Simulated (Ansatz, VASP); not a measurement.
Zn in VASP and in Ansatz

```
Zn
1.0
     0.00000    2.86572    2.86572
     2.86572    0.00000    2.86572
     2.86572    2.86572    0.00000
Zn
2
Direct
  0.87500 0.87500 0.87500
  0.12500 0.12500 0.12500
```

Change from the starting cell: volume scaled by 0.95, PAW files.

Alike in both runs: task single point; functional PBE; k mesh 12 × 12 × 12; occupations fermi-dirac, width 0.05 eV; no spin polarisation.

|  | VASP | Ansatz |
| --- | --- | --- |
| version | VASP 6.6.1 | Ansatz 0.2.0 |
| potentials or method | VASP PAW PBE potentials, release 64 (Zn) | PAW with Ansatz's default frozen-core files, scalar-relativistic |
| plane-wave cutoff (eV) | 520 | 420 |
| valence electrons in the cell | 24 | 24 |

|  | VASP | Ansatz | Ansatz less VASP |
| --- | --- | --- | --- |
| pressure (GPa) | 1.7 | 1.5 | -0.17 |

With one functional, cell and mesh, what is left measures potentials, basis and numerics.
